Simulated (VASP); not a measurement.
The system is MgS (Niningerite).

```
Mg S
1.0
     0.00000    2.60152    2.52920
     2.60152    0.00000    2.52920
     2.60152    2.60152    0.00000
Mg S
1 1
Direct
  0.00000 0.00000 0.00000
  0.50000 0.50000 0.50000
```

This cell differs from its parent crystal: uniaxial z strain -2.8%.

Base run:

```yaml
Program: VASP 6.6.1
Functional: r2SCAN
Potentials_or_basis: VASP PAW PBE potentials, release 64 (Mg, S)
Cutoff: 520 eV
k_mesh: 8 × 8 × 8
Occupations: gaussian, width 0.01 eV
Spin: no spin polarisation
```

Its results: band gap on the k mesh 3.36 eV, indirect (least direct gap 4.81 eV); pressure 2.0 GPa.

Problem. The run is repeated on the same cell with these changes: functional from r2SCAN to PBE; occupations from gaussian, width 0.01 eV to fermi-dirac, width 0.02 eV. What comes out?

Solution. Band gap on the k mesh 2.70 eV, indirect (least direct gap 3.90 eV); pressure 3.4 GPa.

Caveats: the PAW data sets were made with another functional, which shifts forces and pressure a little (some runs).

A k mesh can miss the band edges.
